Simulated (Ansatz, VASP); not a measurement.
**Two plane-wave programs on Cu**

Contents of INCAR:

```
PREC     = Accurate       # precision mode
ENCUT    = 520            # plane-wave cutoff, eV
EDIFF    = 1E-6           # SCF threshold, eV
ISMEAR   = 0              # smearing method
SIGMA    = 0.15           # smearing width, eV
LREAL    = False          # projectors in reciprocal space
LASPH    = True           # aspherical terms in the spheres
NELM     = 100            # most SCF steps
ALGO     = Normal         # electronic algorithm
ISIF     = 2              # what is computed and relaxed
LWAVE    = False          # write WAVECAR
LCHARG   = False          # write CHGCAR
GGA      = PS             # functional
IVDW     = 13             # dispersion correction
NBANDS   = 12             # bands
```

Contents of KPOINTS:

```
regular mesh
0
Gamma
  3 13 2
```

File POSCAR:

```
Cu
1.0
   11.7225116447      0.0000000000      0.0000000000
    0.0000000000      2.2676655355      0.0000000000
   -4.6560996720      0.0000000000     22.0295180231
Cu
1
Direct
    0.5000000000      0.5000000000      0.5000000000
```

Input for Ansatz:

```yaml
crystal:
  lattice:
    - [11.722511644688021, 0.0, 0.0]
    - [0.0, 2.2676655355431663, 0.0]
    - [-4.656099672021698, 0.0, 22.029518023110796]
  atoms:
    - { symbol: Cu, position: [0.5, 0.5, 0.5] }
basis:
  ecutwfc: 500.0
kpoints:
  mp_grid:
    grid: [3, 13, 2]
hamiltonian:
  xc: pbesol
  dispersion: d4
  pseudopotentials:
    kind: paw
scf:
  occupations:
    method: gaussian
    width: 0.15
output:
  stress: true
```

Alike in both runs: task single point; functional PBEsol; dispersion D4; k mesh 3 × 13 × 2; occupations gaussian, width 0.15 eV; no spin polarisation.

```csv
,VASP,Ansatz
version,VASP 6.6.1,Ansatz 0.2.0
potentials or method,"VASP PAW PBE potentials, release 64 (Cu), cutoff 520 eV","plane waves, PAW"
valence electrons in the cell,11,19
```

```tsv
	VASP	Ansatz	Ansatz less VASP
pressure (GPa)	0.0	0.0	0.00
```

VASP's potentials were made for PBE, not for PBEsol. VASP's potentials hold 11 valence electrons a cell and Ansatz's 19, so a difference there can come from the potentials and not from the codes.
